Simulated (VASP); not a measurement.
# NaI: single point with PBE+D3(BJ)

NaI:

```xyz
4
Lattice="4.7723 0.0000 -0.7158 0.0000 4.1019 0.0000 -1.0161 0.0000 6.5252" Properties=species:S:1:pos:R:3 pbc="T T T"
Na    0.9391    2.0509    1.4523
Na    2.8171    2.0509    4.3571
I     0.4311    0.0000    4.7144
I     3.3251    0.0000    1.0950
```

This cell differs from its parent crystal: engineering shear strain xz -0.3000, normal strain along z -0.0367.

- Program: VASP 6.6.1
- Task: single point
- Functional: PBE
- Dispersion: D3(BJ)
- Potentials or basis: VASP PAW PBE potentials, release 64 (Na_pv, I)
- Cutoff: 520 eV
- k mesh: 6 × 8 × 4
- Occupations: gaussian, width 0.05 eV
- Spin: no spin polarisation

The pressure is 2.5 GPa and the largest force is 0.005 eV/Å. The band gap on the k mesh is 0.50 eV and the dispersion energy per atom is -0.275 eV.

Forces on the atoms (eV/Å):
```
Na   0.000  0.000  0.000
Na   0.000  0.000  0.000
I    0.003  0.000  0.004
I   -0.003  0.000 -0.004
```

Stress tensor (GPa, compression positive):
```
 1.48  0.00  7.54
 0.00 -0.49  0.00
 7.54  0.00  6.41
```

Levels at points of the mesh, in eV from the valence-band top:
```
           k point  band 12  band 13  band 14  band 15  band 16  band 17
(0.00, 0.00, 0.00)    -2.51    -1.59    -0.22     0.50     2.09     3.43
(0.50, 0.00, 0.00)    -3.06    -2.04    -2.04     3.21     3.21     4.63
(0.00, 0.50, 0.00)    -2.86    -2.81     0.00     1.92     2.76     3.31
(0.50, 0.50, 0.00)    -3.61    -2.65    -2.65     1.87     1.87     4.23
(0.00, 0.00, 0.50)    -2.93    -2.10    -2.09     2.00     2.00     3.95
(0.50, 0.00, 0.50)    -2.35    -1.67    -0.39     2.10     3.29     4.38
(0.00, 0.50, 0.50)    -2.89    -2.59    -2.59     2.98     2.99     3.91
(0.50, 0.50, 0.50)    -3.63    -2.42    -0.12     0.72     2.08     3.78
```

It took 3.6 min on 1 thread of Intel Xeon 8259CL, with other jobs on the host, peak memory 0.34 GiB.

Caveat: the cell differs from its parent crystal (engineering shear strain xz -0.3000, normal strain along z -0.0367); the stress differs along the axes, from -0 to 6 GPa; semilocal functionals underestimate gaps, and a narrow one can read as zero; spin-orbit coupling is left out, which moves the levels of the heavy elements. A k mesh can miss the band edges.
